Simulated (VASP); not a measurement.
Runs of VASP 6.6.1 on HfTiW4. The structure is that of space group F-43m (No. 216), or close to it. The cells are those of the table. 

```csv
cell,gap on the mesh (eV),pressure (GPa),largest force (eV/Å)
"a = 5.365 Å, angles 60.0°, 6 atoms",none,-13.1,-
"a = 5.311 Å, angles 60.0°, 6 atoms",none,-7.1,-
"a = 5.256 Å, angles 60.0°, 6 atoms",none,(b),0.01
"a = 5.417 Å, angles 60.0°, 6 atoms",none,-18.3,0.01
"a = 5.469 Å, angles 60.0°, 6 atoms",none,(a),0.01
```

Alike in all rows: task single point; level LDA; potentials or basis VASP PAW LDA potentials, release 64 (Hf_pv, Ti_sv, W_sv); no spin polarisation; k mesh 5 × 5 × 5; cutoff (eV) 520; smearing methfessel-paxton 0.1 eV.

**Question.** Fill in the values left out.

**Answer.** (a) -22.7; (b) -0.1.

Caveats: spin-orbit coupling is left out, which moves the levels of the heavy elements.

A k mesh can miss the band edges, and the runs leave out spin-orbit coupling on Hf, W.

A gap of «none» marks levels without a gap at the run's occupations.
